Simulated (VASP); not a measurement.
Input of a VASP 6.6.1 run:

Contents of INCAR:

```
PREC = Accurate ; ENCUT = 910
EDIFF = 1E-6 ; ISMEAR = 0
SIGMA = 0.01 ; LREAL = F
LASPH = T ; NELM = 120
ALGO = Normal ; ISIF = 2
LWAVE = F ; LCHARG = F
GGA = PS ; NBANDS = 28
GGA_COMPAT = F
```

File KPOINTS:

```
regular mesh
0
Gamma
  6 6 6
```

File POSCAR:

```
BaZrO3
1.0
    4.1406982933      0.0000000000      0.0000000000
    0.0000000000      4.1406982933      0.0000000000
    0.0000000000      0.0000000000      4.1406982933
Ba Zr O
1 1 3
Direct
    0.0000000000      0.0000000000      0.0000000000
    0.5000000000      0.5000000000      0.5000000000
    0.0000000000      0.5000000000      0.5000000000
    0.5000000000      0.0000000000      0.5000000000
    0.5000000000      0.5000000000      0.0000000000
```

Potentials or basis: VASP PAW PBE potentials, release 64 (Ba_sv, Zr_sv, O_h).

The run is started by

```sh
$ cat potpaw_PBE.64/Ba_sv/POTCAR potpaw_PBE.64/Zr_sv/POTCAR potpaw_PBE.64/O_h/POTCAR > POTCAR
$ mpirun -np 1 vasp_std > vasp.out
```

**Question.** What does it give for the band gap on the k mesh?

**Answer.** 3.18 eV, indirect (least direct gap 3.35 eV).

**Question.** Predict the pressure.

**Answer.** 6.0 GPa.

Caveat: the cutoff is under 1.25 times the usual one of these potentials, so pressure, stress and relaxed cells hold a basis-set (Pulay) error; the PAW data sets were made with another functional, which shifts forces and pressure a little; spin-orbit coupling is left out, which moves the levels of the heavy elements. As with any semilocal functional, this PBEsol gap is likely too small.
